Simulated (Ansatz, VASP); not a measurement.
Two plane-wave programs on SnO2

```xyz
6
Lattice="4.7062 0.0000 0.0000 0.0000 4.7062 0.0000 0.0000 0.0000 3.1651" Properties=species:S:1:pos:R:3 pbc="T T T"
Sn    2.3531    2.3531    1.5826
Sn    0.0000    0.0000    0.0000
O     3.7984    0.9078    1.5826
O     3.2609    3.2609    0.0000
O     0.9078    3.7984    1.5826
O     1.4453    1.4453    0.0000
```

Alike in both runs: task single point; functional r2SCAN; dispersion D4; k mesh 6 × 6 × 8; occupations fermi-dirac, width 0.05 eV; no spin polarisation.

```csv
,VASP,Ansatz
version,VASP 6.6.1,Ansatz 0.2.0
potentials or method,"VASP PAW PBE potentials, release 64 (Sn_d, O)",Ansatz PAW
plane-wave cutoff (eV),520,500
valence electrons in the cell,52,52
```

Ansatz gave:

* gap on the k mesh at the Fermi level (eV): 2.21
* least direct gap on the mesh (eV): 2.21
* pressure (GPa): 6.9
* traceless stress, the component that is largest in VASP (GPa): 1.77
* rms of the force components (eV/Å): 0.155

Task: Estimate VASP's values.

Result: gap on the k mesh at the Fermi level (eV): 2.24; least direct gap on the mesh (eV): 2.24; pressure (GPa): 8.2; traceless stress, the component that is largest in VASP (GPa): 2.23; rms of the force components (eV/Å): 0.173.

VASP's potentials were made for PBE, not for r2SCAN. Atom by atom the forces differ by 0.017 eV/Å (rms over components).
